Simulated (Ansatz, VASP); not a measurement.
## Two plane-wave programs on CuI2

```xyz
3
Lattice="5.2004 0.0000 0.0000 0.0000 5.2004 0.0000 0.0000 0.0000 4.5442" Properties=species:S:1:pos:R:3 pbc="T T T"
Cu    0.0000    0.0000    0.0000
I     0.0000    2.6002    0.0000
I     2.6002    0.0000    0.0000
```

Alike in both runs: task single point; functional PBE; k mesh 2 × 2 × 2; occupations gaussian, width 0.1 eV; no spin polarisation.

|  | VASP | Ansatz |
| --- | --- | --- |
| version | VASP 6.6.1 | Ansatz 0.2.0 |
| potentials or method | VASP PAW PBE potentials, release 64 (Cu, I), cutoff 520 eV | scalar-relativistic, plane waves, PAW |
| valence electrons in the cell | 25 | 53 |

|  | VASP | Ansatz | Ansatz less VASP |
| --- | --- | --- | --- |
| pressure (GPa) | 0.3 | 0.3 | -0.01 |
| traceless stress, the component that is largest in VASP (GPa) | 1.55 | 1.55 | +0.004 |

With one functional, cell and mesh, what is left measures potentials, basis and numerics. VASP's potentials hold 25 valence electrons a cell and Ansatz's 53, so a difference there can come from the potentials and not from the codes.

The k mesh is coarse, so the values compare programs but aren't converged. Spin-orbit coupling is off throughout.
